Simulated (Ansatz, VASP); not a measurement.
**InSb in VASP and in Ansatz**

INCAR

```
SYSTEM = InSb
ALGO     = Normal         ! electronic algorithm
EDIFF    = 1E-6           ! SCF threshold, eV
ENCUT    = 520            ! plane-wave cutoff, eV
GGA      = PE             ! functional
ISIF     = 2              ! what is computed and relaxed
ISMEAR   = 0              ! smearing method
LASPH    = .True.         ! aspherical terms in the spheres
LCHARG   = .False.        ! write CHGCAR
LREAL    = .False.        ! projectors in reciprocal space
LWAVE    = .False.        ! write WAVECAR
NBANDS   = 26             ! bands
NELM     = 80             ! most SCF steps
PREC     = Accurate       ! precision mode
SIGMA    = 0.2            ! smearing width, eV
```

Contents of KPOINTS:

```
k-points
0
Gamma
  6 6 2
  0 0 0
```

File POSCAR:

```
InSb
1.0
    4.2266237080      0.0000000000      0.0000000000
   -2.1133118540      3.6603635034      0.0000000000
    0.0000000000      0.0000000000      7.3709482320
In Sb
2 2
Direct
    0.0000000000      0.0000000000      0.0000000000
    0.0000000000      0.0000000000      0.5000000000
    0.3333333333      0.6666666667      0.2500000000
    0.6666666667      0.3333333333      0.7500000000
```

Input for Ansatz:

```yaml
crystal:
  lattice:
    - [4.226623708, 0.0, 0.0]
    - [-2.113311854, 3.6603635034, 0.0]
    - [0.0, 0.0, 7.370948232]
  atoms:
    - { symbol: In, position: [0.0, 0.0, 0.0] }
    - { symbol: In, position: [0.0, 0.0, 0.5] }
    - { symbol: Sb, position: [0.3333333333, 0.6666666667, 0.25] }
    - { symbol: Sb, position: [0.6666666667, 0.3333333333, 0.75] }
kpoints:
  mp_grid: { grid: [6, 6, 2] }
hamiltonian:
  xc: pbe
scf:
  occupations: { method: gaussian, width: 0.2 }
  n_extra_bands: 5
output:
  forces: true
  stress: true
  eigenvalues: true
```

Alike in both runs: task single point; functional PBE; k mesh 6 × 6 × 2; occupations gaussian, width 0.2 eV; no spin polarisation.

```csv
,VASP,Ansatz
version,VASP 6.6.1,Ansatz 0.2.0
potentials or method,"VASP PAW PBE potentials, release 64 (In_d, Sb)",plane waves
plane-wave cutoff (eV),520,420
valence electrons in the cell,36,56
```

|  | VASP | Ansatz | Ansatz less VASP |
| --- | --- | --- | --- |
| pressure (GPa) | 1.3 | 1.3 | +0.03 |
| traceless stress, the component that is largest in VASP (GPa) | 0.52 | 0.52 | -0.005 |

VASP's potentials hold 36 valence electrons a cell and Ansatz's 56, so a difference there can come from the potentials and not from the codes.

The k mesh is coarse, so the values compare programs but aren't converged. Spin-orbit coupling is off throughout.
